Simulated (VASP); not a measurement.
Here is a VASP 6.6.1 calculation.

The input INCAR:

```
SYSTEM = CaO
PREC     = Accurate       ! precision mode
ENCUT    = 520            ! plane-wave cutoff, eV
EDIFF    = 1E-6           ! SCF threshold, eV
ISMEAR   = 0              ! smearing method
SIGMA    = 0.05           ! smearing width, eV
LREAL    = .False.        ! projectors in reciprocal space
LASPH    = .True.         ! aspherical terms in the spheres
NELM     = 100            ! most SCF steps
ALGO     = Normal         ! electronic algorithm
ISIF     = 2              ! what is computed and relaxed
LWAVE    = .False.        ! write WAVECAR
LCHARG   = .False.        ! write CHGCAR
NBANDS   = 15             ! bands
```

KPOINTS

```
Automatic mesh
0
Gamma
  8 8 8
  0 0 0
```

File POSCAR:

```
CaO
1.0
    0.0000000000      2.4490000000      2.4490000000
    2.4490000000      0.0000000000      2.4490000000
    2.4490000000      2.4490000000      0.0000000000
Ca O
1 1
Direct
   -0.0893221723      0.0893221723      0.0893221723
    0.5000000000      0.5000000000      0.5000000000
```

Potentials or basis: VASP PAW LDA potentials, release 64 (Ca_sv, O).

Run with:

```bash
$ cat potpaw_LDA.64/Ca_sv/POTCAR potpaw_LDA.64/O/POTCAR > POTCAR
$ mpirun -np 1 vasp_std > vasp.out
```

(1) Predict the pressure.

(2) Estimate the largest force.

(3) What does it give for the band gap on the k mesh?

Answers

(1) -2.6 GPa.

(2) 2.345 eV/Å.

(3) 3.85 eV, indirect (least direct gap 4.03 eV).

Caveat: the cell differs from its parent crystal (all Ca atoms moved +0.438 Å, as atom 1 along Cartesian [1 0 0]); forces of over 1 eV/Å act on the atoms, so gaps and moduli don't describe the material at rest.
